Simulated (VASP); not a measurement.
Input of a VASP 6.6.1 run:

The input INCAR:

```
  PREC = Accurate
  ENCUT = 520
  EDIFF = 1E-6
  ISMEAR = 0
  SIGMA = 0.05
  LREAL = F
  LASPH = T
  NELM = 60
  ALGO = Normal
  ISIF = 2
  LWAVE = F
  LCHARG = T
  GGA = PE
  LELF = T
  LVHAR = T
  NBANDS = 16
```

File KPOINTS:

```
regular mesh
0
Gamma
  12 12 6
```

Contents of POSCAR:

```
AlN
1.0
    3.1110021516      0.0000000000      0.0000000000
   -1.5555010758      2.6942068945      0.0000000000
    0.0000000000      0.0000000000      4.9780000000
Al N
2 2
Direct
    0.2975134465      0.6410598885     -0.0475936351
    0.6935031174      0.3592081768      0.4885561274
    0.3661637985      0.7133904999      0.4288797804
    0.6428196376      0.2863414348      0.9001577274
```

Potentials or basis: VASP PAW PBE potentials, release 64 (Al, N).

Launch:

```sh
$ cat potpaw_PBE.64/Al/POTCAR potpaw_PBE.64/N/POTCAR > POTCAR
$ mpirun -np 1 vasp_std > vasp.out
```

Problem. Estimate the band gap on the k mesh.

Solution. 3.12 eV.

Problem. Predict the pressure.

Solution. 11.5 GPa.

Problem. Predict the largest force.

Solution. 2.513 eV/Å.

Stress tensor (GPa, compression positive):
```
 9.81  4.83  1.33
 4.83 28.34  2.46
 1.33  2.46 -3.66
```

Caveat: the cell differs from its parent crystal (atoms moved at random); the cell stands under pressure; forces of over 1 eV/Å act on the atoms, so gaps and moduli don't describe the material at rest. A k mesh can miss the band edges.
